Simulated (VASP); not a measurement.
A run of VASP 6.6.1:

POSCAR

```
Zn
1.0
    2.7811174557      0.0000000000      0.0000000000
   -1.3905587278      2.4085183675      0.0000000000
    0.0000000000      0.0000000000      9.0831296103
Zn
4
Direct
    0.0000000000      0.0000000000      0.0000000000
    0.0000000000      0.0000000000      0.5000000000
    0.3333333333      0.6666666667      0.2500000000
    0.6666666667      0.3333333333      0.7500000000
```

Contents of INCAR.step1:

```
SYSTEM = Zn
PREC = Accurate
ENCUT = 600
ISMEAR = -1
SIGMA = 0.1
LREAL = .False.
LASPH = .True.
NELM = 60
GGA = PE
ALGO = Normal
EDIFF = 1E-4
LWAVE = .True.
LCHARG = .False.
```

The input INCAR.step2:

```
SYSTEM = Zn
PREC = Accurate
ENCUT = 600
EDIFF = 1E-6
ISMEAR = -1
SIGMA = 0.1
LREAL = .False.
LASPH = .True.
NELM = 60
ALGO = Normal
ISIF = 3
LWAVE = .False.
LCHARG = .False.
METAGGA = R2SCAN
LMIXTAU = .True.
IBRION = 2
NSW = 80
EDIFFG = -0.01
ISTART = 1
```

The input KPOINTS:

```
regular mesh
0
Gamma
  13 13 4
  0 0 0
```

Potentials or basis: VASP PAW PBE potentials, release 64 (Zn).

The run is started by

```bash
$ cat potpaw_PBE.64/Zn/POTCAR > POTCAR
$ cp INCAR.step1 INCAR
$ mpirun -np 1 vasp_std > vasp.out
$ cp INCAR.step2 INCAR
$ mpirun -np 1 vasp_std > vasp.out
```

Hardware: 1 thread of Intel(R) Xeon(R) 6975P-C (Granite Rapids), with other jobs on the host.

Q: How long does it take, and how much memory?

A: It took 35 min on 1 thread of Intel(R) Xeon(R) 6975P-C (Granite Rapids) (shared host), peak memory 0.28 GiB. Counts: k points 63, ion steps 14.
